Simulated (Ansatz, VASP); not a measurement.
One calculation of B, two programs

INCAR

```
  PREC = Accurate
  ENCUT = 520
  EDIFF = 1E-7
  ISMEAR = 0
  SIGMA = 0.1
  LREAL = F
  LASPH = T
  NELM = 100
  ALGO = Normal
  ISIF = 2
  LWAVE = F
  LCHARG = T
  GGA = PE
  LELF = T
  LVHAR = T
  NBANDS = 12
```

File KPOINTS:

```
regular mesh
0
Gamma
  8 8 8
```

The input POSCAR:

```
B
1.0
   -1.7586109700      1.7586109700      1.7586109700
    1.7586109700     -1.7586109700      1.7586109700
    1.7586109700      1.7586109700     -1.7586109700
B
3
Direct
    0.0000000000      0.5000000000      0.5000000000
    0.5000000000      0.0000000000      0.5000000000
    0.5000000000      0.5000000000      0.0000000000
```

Input for Ansatz:

```yaml
crystal:
  lattice:
    - [-1.75861097, 1.75861097, 1.75861097]
    - [1.75861097, -1.75861097, 1.75861097]
    - [1.75861097, 1.75861097, -1.75861097]
  atoms:
    - { symbol: B, position: [0.0, 0.5, 0.5] }
    - { symbol: B, position: [0.5, 0.0, 0.5] }
    - { symbol: B, position: [0.5, 0.5, 0.0] }
basis:
  ecutwfc: 420
kpoints:
  mp_grid: { grid: [8, 8, 8] }
hamiltonian:
  xc: pbe
scf:
  occupations: { method: gaussian, width: 0.1 }
  lower_state_search: "off"
output:
  forces: true
  stress: true
  eigenvalues: true
```

Alike in both runs: task single point; functional PBE; k mesh 8 × 8 × 8; occupations gaussian, width 0.1 eV; no spin polarisation.

|  | VASP | Ansatz |
| --- | --- | --- |
| version | VASP 6.6.1 | Ansatz 0.2.0 |
| potentials or method | VASP PAW PBE potentials, release 64 (B), cutoff 520 eV | scalar-relativistic, plane waves, PAW |
| valence electrons in the cell | 9 | 9 |

```tsv
	VASP	Ansatz	Ansatz less VASP
gap on the k mesh at the Fermi level (eV)	none	none	-
pressure (GPa)	9.7	9.7	-0.01
```

A gap of «none» marks a metal or a gap that the smearing closes. With one functional, cell and mesh, what is left measures potentials, basis and numerics.
